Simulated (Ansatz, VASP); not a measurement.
## One calculation of LiPb4O8, two programs

Contents of INCAR:

```
SYSTEM = LiPb4O8
  PREC = Accurate
  ENCUT = 600
  EDIFF = 1E-7
  ISMEAR = 0
  SIGMA = 0.1
  LREAL = .False.
  LASPH = .True.
  NELM = 60
  ALGO = Fast
  ISIF = 3
  LWAVE = .False.
  LCHARG = .False.
  GGA = PE
  IVDW = 12
  IBRION = 2
  NSW = 90
  EDIFFG = -0.025
```

KPOINTS

```
Automatic mesh
0
Gamma
  6 6 4
  0 0 0
```

File POSCAR:

```
LiPb4O8
1.0
    5.1822020323      0.0000000000      0.0000000000
    0.0000000000      5.1822020323      0.0000000000
    0.0000000000      0.0000000000      6.8913352299
Pb O Li
4 8 1
Direct
    0.0000000000      0.0000000000     -0.0137884489
    0.0000000000      0.0000000000      0.4961500380
    0.5000000000      0.5000000000      0.2637884489
    0.5000000000      0.5000000000      0.7538499620
    0.2873871642      0.3250598513      0.0084054411
    0.3073438700      0.3017808990      0.5031774189
    0.1749401487      0.7873871642      0.2415945589
    0.1982191010      0.8073438700      0.7468225811
    0.7126128358      0.6749401487      0.0084054411
    0.6926561300      0.6982191010      0.5031774189
    0.8250598513      0.2126128358      0.2415945589
    0.8017808990      0.1926561300      0.7468225811
    0.0000000000      0.5000000000      0.1250000000
```

Input for Ansatz:

```yaml
crystal:
  lattice:
    - [5.1822020323, 0.0, 0.0]
    - [0.0, 5.1822020323, 0.0]
    - [0.0, 0.0, 6.8913352299]
  atoms:
    - { symbol: Pb, position: [0.0, 0.0, -0.0137884489] }
    - { symbol: Pb, position: [0.0, 0.0, 0.496150038] }
    - { symbol: Pb, position: [0.5, 0.5, 0.2637884489] }
    - { symbol: Pb, position: [0.5, 0.5, 0.753849962] }
    - { symbol: O, position: [0.2873871642, 0.3250598513, 0.0084054411] }
    - { symbol: O, position: [0.30734387, 0.301780899, 0.5031774189] }
    - { symbol: O, position: [0.1749401487, 0.7873871642, 0.2415945589] }
    - { symbol: O, position: [0.198219101, 0.80734387, 0.7468225811] }
    - { symbol: O, position: [0.7126128358, 0.6749401487, 0.0084054411] }
    - { symbol: O, position: [0.69265613, 0.698219101, 0.5031774189] }
    - { symbol: O, position: [0.8250598513, 0.2126128358, 0.2415945589] }
    - { symbol: O, position: [0.801780899, 0.19265613, 0.7468225811] }
    - { symbol: Li, position: [0.0, 0.5, 0.125] }
basis:
  ecutwfc: 420
kpoints:
  mp_grid: { grid: [6, 6, 4] }
hamiltonian:
  xc: pbe
  dispersion: d3bj
scf:
  occupations: { method: gaussian, width: 0.1 }
output:
  forces: true
  stress: true
  eigenvalues: true
  write_density: true
  write_potential: true
  elf: true
  volumetric_format: npy
relax:
  adjacent_minimum: "off"
  f_tol: 0.025
  max_steps: 70
  cell: { stress_tol: 0.12 }
```

Alike in both runs: task relaxation of cell and atoms; functional PBE; dispersion D3(BJ); k mesh 6 × 6 × 4; occupations gaussian, width 0.1 eV; no spin polarisation.

```csv
,VASP,Ansatz
version,VASP 6.6.1,Ansatz 0.2.0
potentials or method,"VASP PAW PBE potentials, release 64 (Pb_d, O, Li_sv), cutoff 600 eV","scalar-relativistic, plane waves, PAW"
valence electrons in the cell,107,107
```

|  | VASP | Ansatz | Ansatz less VASP |
| --- | --- | --- | --- |
| gap on the k mesh at the Fermi level, each at its own relaxed structure (eV) | none | none | - |
| relaxed volume (Å³/atom) | 14.24 | 14.25 | +0.015 |
| relaxed length of the cell vector where the two differ most in proportion (Å) | 6.891 | 6.884 | -0.0078 |

A gap of «none» marks a metal or a gap that the smearing closes.

Neither program's run includes spin-orbit coupling. Noted on VASP's run: the cutoff is under 1.25 times that of the potentials, so the pressure is a little rough; the relaxation stopped at its first step, so nothing moved.
